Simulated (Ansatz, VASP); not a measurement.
**Two plane-wave programs on Cs**

The input INCAR:

```
ALGO     = Normal         # electronic algorithm
EDIFF    = 1E-6           # SCF threshold, eV
ENCUT    = 500            # plane-wave cutoff, eV
GGA      = PE             # functional
GGA_COMPAT= F            
ISIF     = 2              # what is computed and relaxed
ISMEAR   = 0              # smearing method
LASPH    = T              # aspherical terms in the spheres
LCHARG   = F              # write CHGCAR
LREAL    = F              # projectors in reciprocal space
LWAVE    = F              # write WAVECAR
NBANDS   = 10             # bands
NELM     = 120            # most SCF steps
PREC     = Accurate       # precision mode
SIGMA    = 0.1            # smearing width, eV
```

KPOINTS

```
k-points
0
Gamma
  2 2 2
```

File POSCAR:

```
Cs
1.0
   -3.1284650614      3.1284650614      3.1284650614
    3.1284650614     -3.1284650614      3.1284650614
    3.1284650614      3.1284650614     -3.1284650614
Cs
1
Direct
    0.0000000000      0.0000000000      0.0000000000
```

Input for Ansatz:

```yaml
crystal:
  lattice:
    - [-3.1284650614, 3.1284650614, 3.1284650614]
    - [3.1284650614, -3.1284650614, 3.1284650614]
    - [3.1284650614, 3.1284650614, -3.1284650614]
  atoms:
    - { symbol: Cs, position: [0.0, 0.0, 0.0] }
basis:
  ecutwfc: 420
kpoints:
  mp_grid: { grid: [2, 2, 2] }
hamiltonian:
  xc: pbe
scf:
  occupations: { method: gaussian, width: 0.1 }
output:
  forces: true
  stress: true
  eigenvalues: true
```

Alike in both runs: task single point; functional PBE; k mesh 2 × 2 × 2; occupations gaussian, width 0.1 eV; no spin polarisation.

|  | VASP | Ansatz |
| --- | --- | --- |
| version | VASP 6.6.1 | Ansatz 0.2.0 |
| potentials or method | VASP PAW PBE potentials, release 64 (Cs_sv), cutoff 500 eV | scalar-relativistic, plane waves, PAW |
| valence electrons in the cell | 9 | 9 |

|  | VASP | Ansatz | Ansatz less VASP |
| --- | --- | --- | --- |
| gap on the k mesh at the Fermi level (eV) | none | none | - |
| pressure (GPa) | -0.5 | -0.5 | +0.01 |

A gap of «none» marks a metal or a gap that the smearing closes.

The k mesh is coarse, so the values compare programs but aren't converged. Spin-orbit coupling is off throughout.
